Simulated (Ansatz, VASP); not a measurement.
**Two plane-wave programs on SrTlW**

Contents of INCAR:

```
PREC = Accurate
ENCUT = 600
EDIFF = 1E-6
ISMEAR = 0
SIGMA = 0.1
LREAL = F
LASPH = T
NELM = 80
ALGO = Fast
ISIF = 3
LWAVE = F
LCHARG = F
GGA = PE
IBRION = 2
NSW = 100
EDIFFG = -0.01
```

The input KPOINTS:

```
Automatic mesh
0
Gamma
  10 10 8
```

The input POSCAR:

```
SrTlW
1.0
    4.3483481695      0.0000000000      0.0000000000
    0.0000000000      4.3483481695      0.0000000000
    0.0000000000      0.0000000000      5.4449145524
Sr Tl W
1 1 1
Direct
    0.0000000000      0.0000000000      0.0000000000
    0.5000000000      0.5000000000      0.5000000000
    0.5000000000      0.5000000000      0.0000000000
```

Input for Ansatz:

```yaml
crystal:
  lattice:
    - [4.3483481695, 0.0, 0.0]
    - [0.0, 4.3483481695, 0.0]
    - [0.0, 0.0, 5.4449145524]
  atoms:
    - { symbol: Sr, position: [0.0, 0.0, 0.0] }
    - { symbol: Tl, position: [0.5, 0.5, 0.5] }
    - { symbol: W, position: [0.5, 0.5, 0.0] }
basis:
  ecutwfc: 420
kpoints:
  mp_grid: { grid: [10, 10, 8] }
hamiltonian:
  xc: pbe
scf:
  occupations: { method: gaussian, width: 0.1 }
output:
  forces: true
  stress: true
  eigenvalues: true
  write_density: true
  write_potential: true
  elf: true
  volumetric_format: npy
relax:
  adjacent_minimum: "off"
  f_tol: 0.01
  max_steps: 80
  cell: { stress_tol: 0.05 }
```

Alike in both runs: task relaxation of cell and atoms; functional PBE; k mesh 10 × 10 × 8; occupations gaussian, width 0.1 eV; no spin polarisation.

|  | VASP | Ansatz |
| --- | --- | --- |
| version | VASP 6.6.1 | Ansatz 0.2.0 |
| potentials or method | VASP PAW PBE potentials, release 64 (Sr_sv, Tl_d, W_sv), cutoff 600 eV | scalar-relativistic, plane waves, PAW |
| valence electrons in the cell | 37 | 37 |

|  | VASP | Ansatz | Ansatz less VASP |
| --- | --- | --- | --- |
| gap on the k mesh at the Fermi level, each at its own relaxed structure (eV) | none | none | - |
| relaxed volume (Å³/atom) | 34.54 | 34.44 | -0.100 |
| relaxed length of the cell vector where the two differ most in proportion (Å) | 4.368 | 4.361 | -0.0070 |

A gap of «none» marks a metal or a gap that the smearing closes.

Spin-orbit coupling is off throughout.
